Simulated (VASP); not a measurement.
A run of VASP 6.6.1 is set up as follows.

The input INCAR:

```
SYSTEM = Zn
PREC = Accurate
ENCUT = 520
EDIFF = 1E-6
ISMEAR = -1
SIGMA = 0.05
LREAL = .FALSE.
LASPH = .TRUE.
NELM = 60
ALGO = Fast
ISIF = 2
LWAVE = .FALSE.
LCHARG = .FALSE.
GGA = PS
NBANDS = 12
```

KPOINTS

```
Automatic mesh
0
G
  12 12 12
  0 0 0
```

POSCAR

```
Zn
1.0
   -1.5278442198      1.5278442198      1.5278442198
    1.5278442198     -1.5278442198      1.5278442198
    1.5278442198      1.5278442198     -1.5278442198
Zn
1
Direct
    0.0000000000      0.0000000000      0.0000000000
```

Potentials or basis: VASP PAW PBE potentials, release 64 (Zn).

Launch:

```bash
$ cat potpaw_PBE.64/Zn/POTCAR > POTCAR
$ mpirun -np 1 vasp_std > vasp.out
```

**Question.** Estimate the pressure.

**Answer.** 0.4 GPa.

**Question.** Estimate the band gap on the k mesh.

**Answer.** Zero (band 6 reaches 7.80 eV, above the bottom of band 7 at 2.65 eV).

Caveat: the PAW data sets were made with another functional, which shifts forces and pressure a little.
